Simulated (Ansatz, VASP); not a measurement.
# Bi: VASP beside Ansatz

```
CELL_PARAMETERS angstrom
2.32110 1.34009 3.98442
-2.32110 1.34009 3.98442
0.00000 -2.68017 3.98442
ATOMIC_POSITIONS crystal
Bi 0.23665 0.23665 0.23665
Bi 0.76335 0.76335 0.76335
```

Alike in both runs: task single point; functional PBEsol; k mesh 14 × 14 × 14; occupations fermi-dirac, width 0.1 eV; no spin polarisation.

|  | VASP | Ansatz |
| --- | --- | --- |
| version | VASP 6.6.1 | Ansatz 0.2.0 |
| potentials or method | VASP PAW PBE potentials, release 64 (Bi_d), cutoff 520 eV | plane waves (420 eV) with PAW, scalar-relativistic |
| valence electrons in the cell | 30 | 30 |

```tsv
	VASP	Ansatz	Ansatz less VASP
pressure (GPa)	-3.3	-3.2	+0.05
traceless stress, the component that is largest in VASP (GPa)	0.27	0.27	-0.001
```

VASP's potentials were made for PBE, not for PBEsol, and Ansatz warns of the same on its side. The functional is the same, so the differences come from potentials, cutoffs and numerics.

Neither program's run includes spin-orbit coupling.
